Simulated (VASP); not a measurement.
# Pt (I4/mmm) in VASP: a series of runs, part 2 of 2

VASP 6.6.1. The steps go on from the part before.

## (4) Single point, PBE (strain +0.000 along x and y, +0.025 along z)

File INCAR:

```
SYSTEM = Pt
PREC     = Accurate       ! precision mode
ENCUT    = 520            ! plane-wave cutoff, eV
EDIFF    = 1E-6           ! SCF threshold, eV
ISMEAR   = 0              ! smearing method
SIGMA    = 0.15           ! smearing width, eV
LREAL    = .FALSE.        ! projectors in reciprocal space
LASPH    = .TRUE.         ! aspherical terms in the spheres
NELM     = 80             ! most SCF steps
ALGO     = Normal         ! electronic algorithm
ISIF     = 2              ! what is computed and relaxed
LWAVE    = .FALSE.        ! write WAVECAR
LCHARG   = .FALSE.        ! write CHGCAR
GGA      = PE             ! functional
NBANDS   = 11             ! bands
```

File KPOINTS:

```
Automatic mesh
0
G
  20 20 20
  0 0 0
```

File POSCAR:

```
Pt
1.0
    0.0000000000      1.9579000000      2.0068475000
    1.9579000000      0.0000000000      2.0068475000
    1.9579000000      1.9579000000      0.0000000000
Pt
1
Direct
    0.0000000000      0.0000000000      0.0000000000
```

Potentials or basis: VASP PAW PBE potentials, release 64 (Pt).

The run is started by

```bash
> cat potpaw_PBE.64/Pt/POTCAR > POTCAR
> mpirun -np 1 vasp_std > vasp.out
```

OUTCAR:

```text
SYSTEM = Pt
   PREC = Accurate
   ENCUT = 520
   EDIFF = 1E-6
   ISMEAR = 0
   LREAL = .FALSE.
   LASPH = .TRUE.
   NELM = 80
   ISIF = 2
   GGA = PE

 ion  position               nearest neighbor table
   1  0.000  0.000  0.000-

  LATTYP: Found a body centered tetragonal cell.
 ALAT       =     2.7688887338
 C/A-ratio  =     1.4495689014

  Lattice vectors:

 A1 = (  -1.9579000000,   0.0000000000,   2.0068475000)
 A2 = (   1.9579000000,   0.0000000000,   2.0068475000)
 A3 = (   0.0000000000,   1.9579000000,  -2.0068475000)

Analysis of symmetry for initial positions (statically):
=====================================================================
 Subroutine PRICEL returns:
 Original cell was already a primitive cell.

 Routine SETGRP: Setting up the symmetry group for a
 body centered tetragonal supercell.

 Subroutine GETGRP returns: Found 16 space group operations
 (whereof 16 operations were pure point group operations)
 out of a pool of 16 trial point group operations.

The static configuration has the point symmetry D_4h.

Analysis of symmetry for dynamics (positions and initial velocities):
[... 167 lines left out ...]
      1       0.8913      2.00000
      2       7.0313      2.00000
      3       7.3176      2.00000
      4       7.3176      2.00000
      5       9.1335      2.00000
      6       9.4674      2.00000
      7      25.5882      0.00000
      8      30.0270      0.00000
      9      30.6374      0.00000
     10      30.6374      0.00000
     11      35.7162      0.00000
[... 309 lines left out ...]
 k-point    24 :      -0.3500    0.0500    0.0000
  band No.  band energies     occupation
      1       3.7848      2.00000
      2       7.1604      2.00000
      3       7.5097      2.00000
      4       8.1387      2.00000
      5      10.1113      2.00000
      6      10.8088      1.53946
      7      19.8179      0.00000
      8      25.9723      0.00000
      9      30.1149      0.00000
     10      32.0236      0.00000
     11      35.8674      0.00000

 [... further k-points ...]

------------------------ aborting loop because EDIFF is reached ----------------------------------------

  FORCE on cell =-STRESS in cart. coord.  units (eV):
  Direction    XX          YY          ZZ          XY          YZ          ZX
  --------------------------------------------------------------------------------------
  -------------------------------------------------------------------------------------
  Total        0.4619083      0.4619083      0.2169824      0.0000000      0.0000000     -0.0000000
  in kB       48.0995405     48.0995405     22.5948581      0.0000000      0.0000000     -0.0000000
  external PRESSURE =      39.5979797 kB  Pullay stress =       0.0000000 kB

 VOLUME and BASIS-vectors are now :
 -----------------------------------------------------------------------------
  energy-cutoff  :      520.00
  volume of cell :       15.39
      direct lattice vectors                 reciprocal lattice vectors
     0.000000000  1.957900000  2.006847500    -0.255375658  0.255375658  0.249146983
     1.957900000  0.000000000  2.006847500     0.255375658 -0.255375658  0.249146983
     1.957900000  1.957900000  0.000000000     0.255375658  0.255375658 -0.249146983

 POSITION                                       TOTAL-FORCE (eV/Angst)
 -----------------------------------------------------------------------------------
      0.00000      0.00000      0.00000         0.000000      0.000000      0.000000
 -----------------------------------------------------------------------------------
    total drift:                               -0.000000      0.000000     -0.000000

  FREE ENERGIE OF THE ION-ELECTRON SYSTEM (eV)
  ---------------------------------------------------
  free  energy   TOTEN  =        -6.1047052969 eV

  energy  without entropy=       -6.0843643917  energy(sigma->0) =       -6.09453484
```

OSZICAR:

```text
N       E                     dE             d eps       ncg     rms          rms(c)
DAV:   1     0.394164547014E+02    0.39416E+02   -0.53376E+03 14406   0.842E+02
DAV:   2    -0.588131871897E+01   -0.45298E+02   -0.43519E+02 16189   0.176E+02
DAV:   3    -0.647987867742E+01   -0.59856E+00   -0.59538E+00 16453   0.192E+01
DAV:   4    -0.648224656477E+01   -0.23679E-02   -0.23677E-02 16148   0.143E+00
DAV:   5    -0.648226582657E+01   -0.19262E-04   -0.19261E-04 16544   0.119E-01    0.122E+01
DAV:   6    -0.614402393178E+01    0.33824E+00   -0.79341E-01 15083   0.705E+00    0.645E+00
DAV:   7    -0.610801691288E+01    0.36007E-01   -0.13451E-01 16274   0.282E+00    0.251E+00
DAV:   8    -0.610487877482E+01    0.31381E-02   -0.52905E-03 15350   0.624E-01    0.532E-01
DAV:   9    -0.610470235646E+01    0.17642E-03   -0.12553E-04 15791   0.987E-02    0.460E-02
DAV:  10    -0.610470544896E+01   -0.30925E-05   -0.38399E-06 17300   0.152E-02    0.527E-03
DAV:  11    -0.610470529695E+01    0.15202E-06   -0.33632E-08  8401   0.172E-03
   1 F= -.61047053E+01 E0= -.60945348E+01  d E =-.203409E-01
```

It took 57 s on 1 thread of Intel Xeon Platinum 8259CL at 2.50GHz (Skylake/Cascade Lake), shared host; peak memory 0.23 GiB.

Results:

```yaml
Free_energy: -6.1047 eV
Pressure: 4.0 GPa
Band_gap_on_the_k_mesh: zero (bands 5 and 6 overlap by 2.28 eV)
```

Caveat: the cell differs from its parent crystal (strain +0.000 along x and y, +0.025 along z); the cell stands under pressure; spin-orbit coupling is left out, which moves the levels of the heavy elements.

## (5) Single point, PBE (strain +0.000 along x and y, +0.050 along z)

File INCAR:

```
SYSTEM = Pt
PREC = Accurate
ENCUT = 520
EDIFF = 1E-6
ISMEAR = 0
SIGMA = 0.15
LREAL = .FALSE.
LASPH = .TRUE.
NELM = 100
ALGO = Normal
ISIF = 2
LWAVE = .FALSE.
LCHARG = .FALSE.
GGA = PE
NBANDS = 11
```

File KPOINTS:

```
regular mesh
0
G
  20 20 20
  0 0 0
```

File POSCAR:

```
Pt
1.0
    0.0000000000      1.9579000000      2.0557950000
    1.9579000000      0.0000000000      2.0557950000
    1.9579000000      1.9579000000      0.0000000000
Pt
1
Direct
    0.0000000000      0.0000000000      0.0000000000
```

The run is started by

```bash
> cat potpaw_PBE.64/Pt/POTCAR > POTCAR
> mpirun -np 1 vasp_std > vasp.out
```

It took 58 s on 1 thread of Intel Xeon Platinum 8259CL at 2.50GHz (Skylake/Cascade Lake), shared host; peak memory 0.24 GiB.

Results (log left out):

```
Free energy            : -6.1014 eV
Pressure               : -1.9 GPa
Band gap on the k mesh : zero (bands 5 and 6 overlap by 2.30 eV)
```

Stress tensor (GPa, compression positive):
```
-0.33  0.00  0.00
 0.00 -0.33  0.00
 0.00  0.00 -5.14
```

Levels at points of the mesh, in eV from the Fermi level:
| k point | band 1 | band 2 | band 3 | band 4 | band 5 | band 6 | band 7 | band 8 | band 9 | band 10 |
| --- | --- | --- | --- | --- | --- | --- | --- | --- | --- | --- |
| (0.00, 0.00, 0.00) | -9.72 | -3.88 | -3.32 | -3.32 | -1.85 | -1.21 | 14.80 | 18.73 | 19.86 | 19.86 |
| (0.50, 0.00, 0.00) | -6.86 | -3.83 | -3.31 | -0.28 | -0.09 | 0.16 | 5.54 | 14.24 | 18.30 | 19.18 |
| (0.50, 0.50, 0.00) | -6.65 | -6.17 | 0.04 | 0.43 | 0.43 | 1.29 | 7.62 | 11.85 | 11.85 | 20.09 |
| (0.50, 0.00, 0.50) | -6.57 | -6.14 | -0.04 | 0.22 | 0.70 | 2.18 | 8.84 | 10.86 | 11.12 | 19.45 |

Caveat: the cell differs from its parent crystal (strain +0.000 along x and y, +0.050 along z); spin-orbit coupling is left out, which moves the levels of the heavy elements.

## (6) Overview

```tsv
cell	gap on the mesh (eV)	pressure (GPa)
a = 2.770, b = 2.770, c = 2.700 Å, angles 60.8, 60.8, 58.3°, 1 atom	none	19.9
a = 2.805, b = 2.805, c = 2.700 Å, angles 61.2, 61.2, 57.5°, 1 atom	none	12.3
a = 2.804, b = 2.804, c = 2.769 Å, angles 60.4, 60.4, 59.2°, 1 atom	none	4.0
a = 2.839, b = 2.839, c = 2.769 Å, angles 60.8, 60.8, 58.4°, 1 atom	none	-1.9
```

Alike in all rows: task single point; level PBE; potentials or basis VASP PAW PBE potentials, release 64 (Pt); no spin polarisation; k mesh 20 × 20 × 20; cutoff (eV) 520; smearing gaussian 0.15 eV.

Caveats: spin-orbit coupling is left out, which moves the levels of the heavy elements; the cell stands under pressure (at least some runs).

Absolute energies hang on the potentials; compare differences alone.
